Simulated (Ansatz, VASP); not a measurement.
One calculation of C, two programs

```
C
1.0
     3.56028    0.00000    0.00000
     0.00000   -3.56028    0.00000
     0.00000    0.00000   -3.56028
C
8
Cartesian
  1.7801 0.0000 0.0750
  0.0000 -1.7801 0.0000
  0.0000 0.0000 -1.7801
  1.7801 -1.7801 -1.7801
  2.6702 -2.6702 -2.6702
  0.8901 -0.8901 -2.6702
  0.8901 -2.6702 -0.8901
  2.6702 -0.8901 -0.8901
```

Alike in both runs: task single point; functional r2SCAN; k mesh 6 × 6 × 6; occupations gaussian, width 0.05 eV; no spin polarisation.

```csv
,VASP,Ansatz
version,VASP 6.6.1,Ansatz 0.2.0
potentials or method,"VASP PAW PBE potentials, release 64 (C), cutoff 520 eV","scalar-relativistic, plane waves, PAW"
valence electrons in the cell,32,32
```

```csv
,VASP,Ansatz,Ansatz less VASP
gap on the k mesh at the Fermi level (eV),4.02,4.05,+0.029
least direct gap on the mesh (eV),4.31,4.34,+0.025
pressure (GPa),1.7,0.6,-1.09
"traceless stress, the component that is largest in VASP (GPa)",0.72,0.62,-0.096
rms of the force components (eV/Å),0.797,0.793,-0.0039
```

VASP's potentials were made for PBE, not for r2SCAN. Atom by atom the forces differ by 0.006 eV/Å (rms over components).
